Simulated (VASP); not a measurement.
# Au (Fm-3m) in VASP: settings compared

The runs below take Au through single point, relaxation of cell and atoms, with RPBE, revPBE+D3(BJ), PBE, PBE+D3(BJ).

Program: VASP 6.6.1. These are calculated values, not measurements. Logs are shortened: lines on timing, memory, paths and dates and some standing lists are left out, and cuts for length are marked.

### 1 The cell of the first run

The structure is cubic, space group Fm-3m (No. 225). Conventional cell: a = 4.198 Å, b = 4.198 Å, c = 4.198 Å, α = 90.00°, β = 90.00°, γ = 90.00°. Au (site symmetry m-3m) has 12 Au at 2.97 Å within 3.9 Å.

### 2 Single point, RPBE

Contents of INCAR:

```
SYSTEM = Au
PREC = Accurate
ENCUT = 520
EDIFF = 1E-6
ISMEAR = -1
SIGMA = 0.1
LREAL = .FALSE.
LASPH = .TRUE.
NELM = 60
ALGO = Normal
ISIF = 2
LWAVE = .FALSE.
LCHARG = .FALSE.
GGA = RP
NBANDS = 12
```

Contents of KPOINTS:

```
regular mesh
0
G
  13 13 13
  0 0 0
```

Contents of POSCAR:

```
Au
1.0
    0.0000000000      2.0988188885      2.0988188885
    2.0988188885      0.0000000000      2.0988188885
    2.0988188885      2.0988188885      0.0000000000
Au
1
Direct
    0.0000000000      0.0000000000      0.0000000000
```

Potentials or basis: VASP PAW PBE potentials, release 64 (Au).

Command:

```sh
$ cat potpaw_PBE.64/Au/POTCAR > POTCAR
$ mpirun -np 1 vasp_std > vasp.out
```

OUTCAR:

```text
SYSTEM = Au
   PREC = Accurate
   ENCUT = 520
   EDIFF = 1E-6
   ISMEAR = -1
   LREAL = .FALSE.
   LASPH = .TRUE.
   NELM = 60
   ISIF = 2
   GGA = RP

 ion  position               nearest neighbor table
   1  0.000  0.000  0.000-

  LATTYP: Found a face centered cubic cell.
 ALAT       =     4.1976377770

  Lattice vectors:

 A1 = (   0.0000000000,   2.0988188885,   2.0988188885)
 A2 = (   2.0988188885,   0.0000000000,   2.0988188885)
 A3 = (   2.0988188885,   2.0988188885,   0.0000000000)

Analysis of symmetry for initial positions (statically):
=====================================================================
 Subroutine PRICEL returns:
 Original cell was already a primitive cell.

 Routine SETGRP: Setting up the symmetry group for a
 face centered cubic supercell.

 Subroutine GETGRP returns: Found 48 space group operations
 (whereof 48 operations were pure point group operations)
 out of a pool of 48 trial point group operations.

The static configuration has the point symmetry O_h .

Analysis of symmetry for dynamics (positions and initial velocities):
=====================================================================
 Subroutine PRICEL returns:
 Original cell was already a primitive cell.

 Routine SETGRP: Setting up the symmetry group for a
 face centered cubic supercell.

 Subroutine GETGRP returns: Found 48 space group operations
 (whereof 48 operations were pure point group operations)
 out of a pool of 48 trial point group operations.

The dynamic configuration has the point symmetry O_h .

 Subroutine INISYM returns: Found 48 space group operations
 (whereof 48 operations are pure point group operations),
 and found     1 'primitive' translations

----------------------------------------------------------------------------------------

                                     Primitive cell

  volume of cell :      18.4908

  direct lattice vectors                    reciprocal lattice vectors
     0.000000000  2.098818888  2.098818888    -0.238229226  0.238229226  0.238229226
     2.098818888  0.000000000  2.098818888     0.238229226 -0.238229226  0.238229226
     2.098818888  2.098818888  0.000000000     0.238229226  0.238229226 -0.238229226

  length of vectors
     2.968178137  2.968178137  2.968178137     0.412625124  0.412625124  0.412625124

  position of ions in fractional coordinates (direct lattice)
     0.000000000  0.000000000  0.000000000

  ion indices of the primitive-cell ions
   primitive index   ion index
                 1           1

----------------------------------------------------------------------------------------

 KPOINTS: regular mesh

Automatic generation of k-mesh.
 Grid dimensions read from file:
 generate k-points for:   13   13   13

 Generating k-lattice:

  Cartesian coordinates                     Fractional coordinates (reciprocal lattice)
    -0.018325325  0.018325325  0.018325325     0.076923077  0.000000000  0.000000000
     0.018325325 -0.018325325  0.018325325     0.000000000  0.076923077  0.000000000
     0.018325325  0.018325325 -0.018325325     0.000000000  0.000000000  0.076923077

  Length of vectors
     0.031740394  0.031740394  0.031740394

  Shift w.r.t. Gamma in fractional coordinates (k-lattice)
     0.000000000  0.000000000  0.000000000

 Subroutine IBZKPT returns following result:
 ===========================================

 Found     84 irreducible k-points:

 Following reciprocal coordinates:
            Coordinates               Weight
  0.000000  0.000000  0.000000      1.000000
  0.076923  0.000000  0.000000      8.000000
  0.153846  0.000000  0.000000      8.000000
  0.230769  0.000000  0.000000      8.000000
  0.307692  0.000000  0.000000      8.000000
  0.384615  0.000000  0.000000      8.000000
[... 16 lines left out ...]
  0.384615  0.153846  0.000000     24.000000
  0.461538  0.153846  0.000000     24.000000
 [... further k-points ...]
   k-points           NKPTS =     84   k-points in BZ     NKDIM =     84   number of bands    NBANDS=     12
   number of dos      NEDOS =    301   number of ions     NIONS =      1
   total plane-waves  NPLWV =  13824
   dimension x,y,z NGX =    24 NGY =   24 NGZ =   24
   dimension x,y,z NGXF=    48 NGYF=   48 NGZF=   48
   ions per type =               1
   NGX,Y,Z   is equivalent  to a cutoff of  13.44, 13.44, 13.44 a.u.
   NGXF,Y,Z  is equivalent  to a cutoff of  26.88, 26.88, 26.88 a.u.
 SYSTEM =  Au
   PREC   = accura    normal or accurate (medium, high low for compatibility)
   ISTART =      0    job   : 0-new  1-cont  2-samecut
   ICHARG =      2    charge: 1-file 2-atom 10-const
   ISPIN  =      1    spin polarized calculation?
   LNONCOLLINEAR =      F non collinear calculations
   LSORBIT =      F    spin-orbit coupling
   LASPH  =      T    aspherical Exc in radial PAW
   ENCUT  =  520.0 eV  38.22 Ry    6.18 a.u.   5.52  5.52  5.52*2*pi/ulx,y,z
   NELM   =     60;   NELMIN=  2; NELMDL= -5     # of ELM steps
   EDIFF  = 0.1E-05   stopping-criterion for ELM
   LREAL  =      F    real-space projection
   EDIFFG = 0.1E-04   stopping-criterion for IOM
   NSW    =      0    number of steps for IOM
   IBRION =     -1    ionic relax: 0-MD 1-quasi-New 2-CG
   NFREE  =      0    steps in history (QN), initial steepest desc. (CG)
   ISIF   =      2    stress and relaxation
   ISYM   =      2    0-nonsym 1-usesym 2-fastsym
   POTIM  = 0.5000    time-step for ionic-motion
   TEBEG  =    0.0;   TEEND  =   0.0 temperature during run
   PSTRESS=    0.0 pullay stress
   NELECT =      11.0000    total number of electrons
   NUPDOWN=      -1.0000    fix difference up-down
   EMIN   =  10.00;   EMAX   =-10.00  energy-range for DOS
   EFERMI =   0.00;   METHOD = LEGACY
   ISMEAR =    -1;   SIGMA  =   0.10  broadening in eV -4-tet -1-fermi 0-gaus
   EFERMI_NEDOS =   21; number of points for ismear=-14 and -15
   IALGO  =     38    algorithm
   IMIX   =      4    mixing-type and parameters
     AMIX     =   0.40;   BMIX     =  1.00
     AMIX_MAG =   1.60;   BMIX_MAG =  1.00
  volume/ion in A,a.u.               =      18.49       124.78
  Fermi-wavevector in a.u.,A,eV,Ry     =   1.376853  2.601874 25.792876  1.895723
  Thomas-Fermi vector in A             =   2.502059
   LORBIT       =      0    0 simple, 1 ext, 2 COOP (PROOUT), +10 PAW based schemes
   GGA     = RP    functional components
   LHFCALC =     F    Hartree Fock is set to
   AEXX    =    0.0000 exact exchange contribution
   IVDW    =     0    specifies the selected vdW correction
   LEPSILON=     F    determine dielectric tensor
   LRPA    =     F    only Hartree local field effects (RPA)
 non-spin polarized calculation
  energy-cutoff  :      520.00
  volume of cell :       18.49
 maximum number of plane-waves:       531
 NGX is ok and might be reduce to    24
   NGX = 11   NGY = 11   NGZ = 11

 number of electron      10.9999999 magnetization

 Free energy of the ion-electron system (eV)
  ---------------------------------------------------
  ext. energy  EPLUGINS =         0.00000000
  ---------------------------------------------------
  free energy    TOTEN  =        -2.64196736 eV

  energy without entropy =       -2.63139751  energy(sigma->0) =       -2.63668244

 E-fermi :   8.3942     XC(G=0): -12.1374

 val. band max:        8.3488534659   @ k =   0.4615   0.3077   0.0000
 cond. band min:       8.4082847507   @ k =  -0.4615   0.0769   0.0000
 fundamental gap:      0.0594312848
 Fermi energy:         8.3942431072

 k-point     1 :       0.0000    0.0000    0.0000
  band No.  band energies     occupation
      1      -0.7038      2.00000
      2       3.9969      2.00000
      3       3.9969      2.00000
      4       3.9969      2.00000
      5       5.2986      2.00000
      6       5.2986      2.00000
      7      22.8725      0.00000
      8      26.4324      0.00000
      9      26.4324      0.00000
     10      26.4324      0.00000
     11      31.0607      0.00000
     12      34.8829      0.00000

 k-point     2 :       0.0769    0.0000    0.0000
  band No.  band energies     occupation
      1      -0.5126      2.00000
      2       3.9421      2.00000
      3       4.0581      2.00000
      4       4.0581      2.00000
      5       5.2735      2.00000
      6       5.2735      2.00000
      7      23.0557      0.00000
      8      25.1825      0.00000
      9      26.6257      0.00000
     10      26.6257      0.00000
     11      31.6948      0.00000
     12      33.4784      0.00000

 k-point     3 :       0.1538    0.0000    0.0000
  band No.  band energies     occupation
      1       0.0302      2.00000
      2       3.8311      2.00000
      3       4.1914      2.00000
      4       4.1914      2.00000
      5       5.2522      2.00000
      6       5.2522      2.00000
      7      22.4272      0.00000
      8      23.8227      0.00000
      9      27.1037      0.00000
     10      27.1037      0.00000
     11      30.1028      0.00000
     12      32.1390      0.00000
[... 286 lines left out ...]
 k-point    23 :       0.3846    0.1538    0.0000
  band No.  band energies     occupation
      1       2.0651      2.00000
      2       3.7165      2.00000
      3       3.9794      2.00000
      4       4.5612      2.00000
      5       6.1900      2.00000
      6       6.5615      2.00000
      7      16.0262      0.00000
      8      23.0800      0.00000
      9      23.0896      0.00000
     10      24.6054      0.00000
     11      30.8798      0.00000
     12      32.3229      0.00000

 k-point    24 :       0.4615    0.1538    0.0000
  band No.  band energies     occupation
      1       2.1651      2.00000
      2       3.7416      2.00000
      3       4.4447      2.00000
      4       4.4819      2.00000
      5       6.3663      2.00000
      6       7.9892      1.96578
      7      13.2073      0.00000
      8      22.0996      0.00000
      9      23.0173      0.00000
     10      23.9325      0.00000
     11      32.4335      0.00000
     12      33.0421      0.00000

 [... further k-points ...]
[... 5 lines left out ...]
  --------------------------------------------------------------------------------------
  -------------------------------------------------------------------------------------
  Total       -0.0206409     -0.0206409     -0.0206409     -0.0000000     -0.0000000      0.0000000
  in kB       -1.7884776     -1.7884776     -1.7884776     -0.0000000     -0.0000000      0.0000000
  external PRESSURE =      -1.7884776 kB  Pullay stress =       0.0000000 kB

 VOLUME and BASIS-vectors are now :
 -----------------------------------------------------------------------------
  energy-cutoff  :      520.00
  volume of cell :       18.49
      direct lattice vectors                 reciprocal lattice vectors
     0.000000000  2.098818888  2.098818888    -0.238229226  0.238229226  0.238229226
     2.098818888  0.000000000  2.098818888     0.238229226 -0.238229226  0.238229226
     2.098818888  2.098818888  0.000000000     0.238229226  0.238229226 -0.238229226

 POSITION                                       TOTAL-FORCE (eV/Angst)
 -----------------------------------------------------------------------------------
      0.00000      0.00000      0.00000         0.000000      0.000000      0.000000
 -----------------------------------------------------------------------------------
    total drift:                               -0.000000      0.000000     -0.000000

  FREE ENERGIE OF THE ION-ELECTRON SYSTEM (eV)
  ---------------------------------------------------
  free  energy   TOTEN  =        -2.6419673634 eV

  energy  without entropy=       -2.6313975074  energy(sigma->0) =       -2.63668244
```

Wall time 7.1 s (1 thread of Intel Xeon Platinum 8488C (Sapphire Rapids), shared host); peak memory 0.15 GiB.

Results:

```
Free energy : -2.6420 eV
Pressure    : -0.2 GPa
```

Caveat: the PAW data sets were made with another functional, which shifts forces and pressure a little; spin-orbit coupling is left out, which moves the levels of the heavy elements.

### 3 Relaxation of cell and atoms, revPBE+D3(BJ)

This run uses another cell than the first one, of 16.85 Å³/atom, 0.912 times its volume.

Contents of INCAR:

```
ALGO = Normal ; EDIFF = 1E-7
EDIFFG = -0.01 ; ENCUT = 600
GGA = RE ; IBRION = 2
ISIF = 3 ; ISMEAR = -1
IVDW = 12 ; LASPH = True
LCHARG = False ; LREAL = False
LWAVE = False ; NELM = 60
NSW = 80 ; PREC = Accurate
SIGMA = 0.1
```

Contents of KPOINTS:

```
k-points
0
Gamma
  13 13 13
```

Contents of POSCAR:

```
Au
1.0
    0.0000000000      2.0350000000      2.0350000000
    2.0350000000      0.0000000000      2.0350000000
    2.0350000000      2.0350000000      0.0000000000
Au
1
Direct
    0.0000000000      0.0000000000      0.0000000000
```

Potentials or basis: VASP PAW PBE potentials, release 64 (Au).

Command:

```sh
$ cat potpaw_PBE.64/Au/POTCAR > POTCAR
$ mpirun -np 1 vasp_std > vasp.out
```

OUTCAR:

```text
EDIFF = 1E-7
   EDIFFG = -0.01
   ENCUT = 600
   GGA = RE
   IBRION = 2
   ISIF = 3
   ISMEAR = -1
   IVDW = 12
   LASPH = True
   LREAL = False
   NELM = 60
   NSW = 80
   PREC = Accurate
 IVDW          = 12

 ion  position               nearest neighbor table
   1  0.000  0.000  0.000-

  LATTYP: Found a face centered cubic cell.
 ALAT       =     4.0700000000

  Lattice vectors:

 A1 = (   0.0000000000,   2.0350000000,   2.0350000000)
 A2 = (   2.0350000000,   0.0000000000,   2.0350000000)
 A3 = (   2.0350000000,   2.0350000000,   0.0000000000)

Analysis of symmetry for initial positions (statically):
=====================================================================
 Subroutine PRICEL returns:
 Original cell was already a primitive cell.

 Routine SETGRP: Setting up the symmetry group for a
 face centered cubic supercell.

 Subroutine GETGRP returns: Found 48 space group operations
 (whereof 48 operations were pure point group operations)
 out of a pool of 48 trial point group operations.
[... 243 lines left out ...]
  ext. energy  EPLUGINS =         0.00000000
  ---------------------------------------------------
  free energy    TOTEN  =        -2.69222145 eV

  energy without entropy =       -2.68394597  energy(sigma->0) =       -2.68808371

 E-fermi :   9.7702     XC(G=0): -12.7030

 val. band max:        9.7689789454   @ k =   0.4615   0.3846   0.0000
 cond. band min:       9.9843663429   @ k =  -0.3077   0.2308   0.0000
 fundamental gap:      0.2153873975
 Fermi energy:         9.7702170434

 k-point     1 :       0.0000    0.0000    0.0000
  band No.  band energies     occupation
      1      -0.2368      2.00000
      2       4.9324      2.00000
      3       4.9324      2.00000
      4       4.9324      2.00000
      5       6.4605      2.00000
      6       6.4605      2.00000
      7      24.1730      0.00000
      8      28.2369      0.00000
      9      28.2369      0.00000
[... 265 lines left out ...]
 k-point    24 :       0.4615    0.1538    0.0000
  band No.  band energies     occupation
      1       2.8266      2.00000
      2       4.6117      2.00000
      3       5.4318      2.00000
      4       5.4451      2.00000
      5       7.7113      2.00000
      6       9.3581      1.96805
      7      14.9699      0.00000
      8      23.9118      0.00000
      9      25.0951      0.00000

 [... further k-points ...]

------------------------ aborting loop because EDIFF is reached ----------------------------------------

 Edisp (eV)   -1.27146

 E8    (eV) :    -0.9021
[... 24 lines left out ...]
  FREE ENERGIE OF THE ION-ELECTRON SYSTEM (eV)
  ---------------------------------------------------
  free  energy   TOTEN  =        -3.9636782239 eV

  energy  without entropy=       -3.9554027475  energy(sigma->0) =       -3.95954049

 reached required accuracy - stopping structural energy minimisation
```

Wall time 12 s (1 thread of Intel Xeon Platinum 8488C (Sapphire Rapids), shared host); peak memory 0.16 GiB.

What came out:

```
Free energy                            : -3.9637 eV
Relaxed volume                         : 16.92 Å³/atom
Relaxed cell                           : a = 2.881 Å, b = 2.881 Å, c = 2.881 Å, α = 60.00°, β = 60.00°, γ = 60.00°
Space group after relaxing (to 0.05 Å) : Fm-3m (No. 225)
Energy gained by relaxing              : 0.1 meV/atom
Ionic steps                            : 3
Pressure after relaxing                : 0.0 GPa
Dispersion energy per atom             : -1.271 eV
```

Step by step:
| step | energy change (eV) | largest force (eV/Å) | pressure (GPa) | volume (Å³) |
| --- | --- | --- | --- | --- |
| 1 | 0.0000 | 0.0000 | 0.63 | 16.85 |
| 2 | 0.0002 | 0.0000 | -1.00 | 17.02 |
| 3 | -0.0001 | 0.0000 | 0.00 | 16.92 |

Final structure:
```
CELL_PARAMETERS angstrom
0.00000 2.03742 2.03742
2.03742 0.00000 2.03742
2.03742 2.03742 0.00000
ATOMIC_POSITIONS crystal
Au 0.00000 0.00000 0.00000
```

Caveat: the PAW data sets were made with another functional, which shifts forces and pressure a little; spin-orbit coupling is left out, which moves the levels of the heavy elements; pairwise dispersion overbinds metals, which lowers pressure and volume. Zero-point motion and thermal expansion aren't in these numbers.

(Part 1 of 2 ends here.)
